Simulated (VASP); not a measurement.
The system is Sc4Ta.

```
CELL_PARAMETERS angstrom
4.62400 0.00000 0.00000
0.00000 4.62400 0.00000
0.00000 0.00000 4.62400
ATOMIC_POSITIONS crystal
Sc 0.25000 0.25000 0.25000
Sc 0.75000 0.75000 0.25000
Sc 0.25000 0.75000 0.75000
Sc 0.75000 0.25000 0.75000
Ta 0.00000 0.00000 0.00000
```

```yaml
Program: VASP 6.6.1
Task: relaxation of cell and atoms
Functional: PBE
Potentials_or_basis: VASP PAW PBE potentials, release 64 (Sc_sv, Ta_pv)
Cutoff: 600 eV
k_mesh: 4 × 4 × 4
Occupations: gaussian, width 0.1 eV
Spin: no spin polarisation
```

At the start: pressure 39.6 GPa; volume 19.77 Å³/atom.

How do energy, volume and symmetry change on relaxing?

Over 9 steps the energy falls by 1234.6 meV/atom and the volume is 25.31 Å³/atom (+28.0 %); space group P-43m (No. 215, to 0.05 Å).

The path:
```csv
step,energy change (eV),largest force (eV/Å),pressure (GPa),volume (Å³)
1,0.0000,8.4067,39.58,98.87
2,-3.5382,0.9398,-8.96,186.53
3,-6.0150,0.4198,-2.95,137.67
4,-6.0274,0.5076,-2.49,136.18
5,-6.0327,0.6472,-1.75,133.96
6,-6.1309,0.4366,-0.59,129.32
7,-6.1641,0.1640,0.81,124.79
8,-6.1641,0.1776,0.75,124.98
9,-6.1728,0.0036,0.07,126.55
```

Final structure:
```xyz
5
Lattice="5.0206 0.0000 0.0000 0.0000 5.0206 0.0000 0.0000 0.0000 5.0206" Properties=species:S:1:pos:R:3 pbc="T T T"
Sc    1.4362    1.4362    1.4362
Sc    3.5844    3.5844    1.4362
Sc    1.4362    3.5844    3.5844
Sc    3.5844    1.4362    3.5844
Ta    5.0206    0.0000    0.0000
```

Caveat: the volume moved by over 15 % at a fixed basis, so the end points are rough.
